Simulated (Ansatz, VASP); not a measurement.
# W: VASP beside Ansatz

```xyz
1
Lattice="-1.5800 1.5800 1.5800 1.5800 -1.5800 1.5800 1.5800 1.5800 -1.5800" Properties=species:S:1:pos:R:3 pbc="T T T"
W     0.0000    0.0000    0.0000
```

Alike in both runs: task single point; functional PBE; k mesh 8 × 8 × 8; occupations gaussian, width 0.05 eV; no spin polarisation.

|  | VASP | Ansatz |
| --- | --- | --- |
| version | VASP 6.6.1 | Ansatz 0.2.0 |
| potentials or method | VASP PAW PBE potentials, release 64 (W_sv), cutoff 520 eV | scalar-relativistic, plane waves, PAW |
| valence electrons in the cell | 14 | 14 |

|  | VASP | Ansatz | Ansatz less VASP |
| --- | --- | --- | --- |
| gap on the k mesh at the Fermi level (eV) | none | none | - |
| pressure (GPa) | 8.1 | 7.6 | -0.57 |

A gap of «none» marks a metal or a gap that the smearing closes.

Spin-orbit coupling is off throughout.
